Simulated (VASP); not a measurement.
# KBr (Fm-3m) in VASP: a series of runs, part 2 of 2

VASP 6.6.1. The steps go on from the part before.

## (3) Relaxation of cell and atoms, r2SCAN+D4

POSCAR reads:

```
KBr
1.0
    0.0000000000      3.3000000000      3.3000000000
    3.3000000000      0.0000000000      3.3000000000
    3.3000000000      3.3000000000      0.0000000000
K Br
1 1
Direct
    0.0000000000      0.0000000000      0.0000000000
    0.5000000000      0.5000000000      0.5000000000
```

INCAR.step1 reads:

```
SYSTEM = KBr
ALGO = Normal
EDIFF = 1E-5
EDIFFG = -0.005
ENCUT = 550
GGA = PE
GGA_COMPAT = .FALSE.
IBRION = 2
ISIF = 3
ISMEAR = 0
LASPH = .TRUE.
LCHARG = .FALSE.
LREAL = .FALSE.
LWAVE = .TRUE.
NELM = 120
NELMIN = 4
NSW = 100
PREC = Accurate
SIGMA = 0.01
```

INCAR.step2 reads:

```
SYSTEM = KBr
ALGO = Normal
EDIFF = 1E-7
EDIFFG = -0.005
ENCUT = 550
GGA_COMPAT = .FALSE.
IBRION = 2
ISIF = 3
ISMEAR = 0
ISTART = 1
IVDW = 13
LASPH = .TRUE.
LCHARG = .FALSE.
LMIXTAU = .TRUE.
LREAL = .FALSE.
LWAVE = .FALSE.
METAGGA = R2SCAN
NELM = 120
NELMIN = 4
NSW = 80
PREC = Accurate
SIGMA = 0.01
VDW_A1 = 0.51559235
VDW_A2 = 5.77342911
VDW_S6 = 1.0
VDW_S8 = 0.6018749
```

KPOINTS reads:

```
k-points
0
G
  6 6 6
  0 0 0
```

Potentials or basis: VASP PAW PBE potentials, release 64 (K_sv, Br).

Launch:

```bash
> cat potpaw_PBE.64/K_sv/POTCAR potpaw_PBE.64/Br/POTCAR > POTCAR
> cp INCAR.step1 INCAR
> mpirun -np 1 vasp_std > vasp.out
> cp INCAR.step2 INCAR
> mpirun -np 1 vasp_std > vasp.out
```

OUTCAR:

```text
SYSTEM = KBr
   EDIFF = 1E-7
   EDIFFG = -0.005
   ENCUT = 550
   IBRION = 2
   ISIF = 3
   ISMEAR = 0
   ISTART = 1
   IVDW = 13
   LASPH = .TRUE.
   LREAL = .FALSE.
   METAGGA = R2SCAN
   NELM = 120
   NELMIN = 4
   NSW = 80
   PREC = Accurate

 ion  position               nearest neighbor table
   1  0.000  0.000  0.000-   2 3.30   2 3.30   2 3.30   2 3.30   2 3.30   2 3.30
   2  0.500  0.500  0.500-   1 3.30   1 3.30   1 3.30   1 3.30   1 3.30   1 3.30

  LATTYP: Found a face centered cubic cell.
 ALAT       =     6.6000000000

  Lattice vectors:

 A1 = (   0.0000000000,   3.3000000000,   3.3000000000)
 A2 = (   3.3000000000,   0.0000000000,   3.3000000000)
 A3 = (   3.3000000000,   3.3000000000,   0.0000000000)

Analysis of symmetry for initial positions (statically):
=====================================================================
 Subroutine PRICEL returns:
 Original cell was already a primitive cell.

 Routine SETGRP: Setting up the symmetry group for a
 face centered cubic supercell.

 Subroutine GETGRP returns: Found 48 space group operations
 (whereof 48 operations were pure point group operations)
 out of a pool of 48 trial point group operations.

The static configuration has the point symmetry O_h .

Analysis of symmetry for dynamics (positions and initial velocities):
=====================================================================
 Subroutine PRICEL returns:
 Original cell was already a primitive cell.

 Routine SETGRP: Setting up the symmetry group for a
 face centered cubic supercell.

 Subroutine GETGRP returns: Found 48 space group operations
 (whereof 48 operations were pure point group operations)
 out of a pool of 48 trial point group operations.

The dynamic configuration has the point symmetry O_h .

 Subroutine INISYM returns: Found 48 space group operations
 (whereof 48 operations are pure point group operations),
 and found     1 'primitive' translations

----------------------------------------------------------------------------------------

                                     Primitive cell
[... 82 lines left out ...]
   EDIFF  = 0.1E-06   stopping-criterion for ELM
   LREAL  =      F    real-space projection
   EDIFFG = -.5E-02   stopping-criterion for IOM
   NSW    =     80    number of steps for IOM
   IBRION =      2    ionic relax: 0-MD 1-quasi-New 2-CG
   NFREE  =      1    steps in history (QN), initial steepest desc. (CG)
   ISIF   =      3    stress and relaxation
   ISYM   =      2    0-nonsym 1-usesym 2-fastsym
   POTIM  = 0.5000    time-step for ionic-motion
   TEBEG  =    0.0;   TEEND  =   0.0 temperature during run
   PSTRESS=    0.0 pullay stress
   NELECT =      16.0000    total number of electrons
   NUPDOWN=      -1.0000    fix difference up-down
   EMIN   =  10.00;   EMAX   =-10.00  energy-range for DOS
   EFERMI =   0.00;   METHOD = LEGACY
   ISMEAR =     0;   SIGMA  =   0.01  broadening in eV -4-tet -1-fermi 0-gaus
   EFERMI_NEDOS =   21; number of points for ismear=-14 and -15
   IALGO  =     38    algorithm
   IMIX   =      4    mixing-type and parameters
     AMIX     =   0.40;   BMIX     =  1.00
     AMIX_MAG =   1.60;   BMIX_MAG =  1.00
  volume/ion in A,a.u.               =      35.94       242.51
  Fermi-wavevector in a.u.,A,eV,Ry     =   0.992181  1.874950 13.393889  0.984423
  Thomas-Fermi vector in A             =   2.123975
   LORBIT       =      0    0 simple, 1 ext, 2 COOP (PROOUT), +10 PAW based schemes
   METAGGA = R2SCAN    functional components
   LHFCALC =     F    Hartree Fock is set to
   AEXX    =    0.0000 exact exchange contribution
   IVDW    =    13    specifies the selected vdW correction
   LEPSILON=     F    determine dielectric tensor
   LRPA    =     F    only Hartree local field effects (RPA)
 conjugate gradient relaxation of ions
 non-spin polarized calculation
 Gauss-broadening in eV      SIGMA  =   0.01
  energy-cutoff  :      550.00
  volume of cell :       71.87
 maximum number of plane-waves:      2126
   NGX = 17   NGY = 17   NGZ = 17

--------------------------------------- Ionic step        1  -------------------------------------------

 number of electron      15.9999997 magnetization

 Free energy of the ion-electron system (eV)
  ---------------------------------------------------
  ext. energy  EPLUGINS =         0.00000000
  ---------------------------------------------------
  free energy    TOTEN  =       -23.24901696 eV

  energy without entropy =      -23.24901696  energy(sigma->0) =      -23.24901696

------------------------ aborting loop because EDIFF is reached ----------------------------------------

  DFT-D4 for vdW energy calculation

  Edisp (eV):   -0.09285
[... 71 lines left out ...]
--------------------------------------- Ionic step        3  -------------------------------------------

 number of electron      15.9999998 magnetization

 Free energy of the ion-electron system (eV)
  ---------------------------------------------------
  ext. energy  EPLUGINS =         0.00000000
  ---------------------------------------------------
  free energy    TOTEN  =       -23.24848030 eV

  energy without entropy =      -23.24848030  energy(sigma->0) =      -23.24848030

 E-fermi :  -1.9814     XC(G=0):  -7.7867

 val. band max:       -2.1143542003   @ k =   0.0000   0.0000   0.0000
 cond. band min:       2.9900177806   @ k =   0.0000   0.0000   0.0000
 fundamental gap:      5.1043719808
 Fermi energy:        -1.9813585409

 k-point     1 :       0.0000    0.0000    0.0000
  band No.  band energies     occupation
      1     -30.9782      2.00000
      2     -14.8534      2.00000
      3     -13.6853      2.00000
      4     -13.6853      2.00000
      5     -13.6853      2.00000
      6      -2.1144      2.00000
      7      -2.1144      2.00000
      8      -2.1144      2.00000
      9       2.9900      0.00000
     10       6.1224      0.00000
     11       6.1224      0.00000
     12       6.1224      0.00000
[... 256 lines left out ...]
  FREE ENERGIE OF THE ION-ELECTRON SYSTEM (eV)
  ---------------------------------------------------
  free  energy   TOTEN  =       -23.3421616568 eV

  energy  without entropy=      -23.3421616568  energy(sigma->0) =      -23.34216166

 reached required accuracy - stopping structural energy minimisation
```

It took 6 min on 1 thread of Intel Xeon Platinum 8259CL at 2.50GHz (Skylake/Cascade Lake), shared host; peak memory 0.23 GiB.

What came out:

- Free energy: -23.3422 eV
- Relaxed volume: 35.63 Å³/atom
- Relaxed cell: a = 4.653 Å, b = 4.653 Å, c = 4.653 Å, α = 60.00°, β = 60.00°, γ = 60.00°
- Space group after relaxing (to 0.1 Å): Fm-3m (No. 225)
- Energy gained by relaxing: 0.1 meV/atom
- Ionic steps: 3
- Pressure after relaxing: 0.0 GPa
- Band gap on the k mesh: 5.10 eV
- Dispersion energy per atom: -0.047 eV

Step by step:
```
step  energy change (eV)  largest force (eV/Å)  pressure (GPa)  volume (Å³)
   1              0.0000                0.0000           -0.14        71.87
   2             -0.0002                0.0000           -0.07        71.54
   3             -0.0003                0.0000            0.00        71.25
```

Final structure:
```yaml
crystal:
  lattice:
    - [0.00000, 3.29046, 3.29046]
    - [3.29046, 0.00000, 3.29046]
    - [3.29046, 3.29046, 0.00000]
  atoms:
    - { symbol: K, position: [0.00000, 0.00000, 0.00000] }
    - { symbol: Br, position: [0.50000, 0.50000, 0.50000] }
```

Caveat: the PAW data sets were made with another functional, which shifts forces and pressure a little.
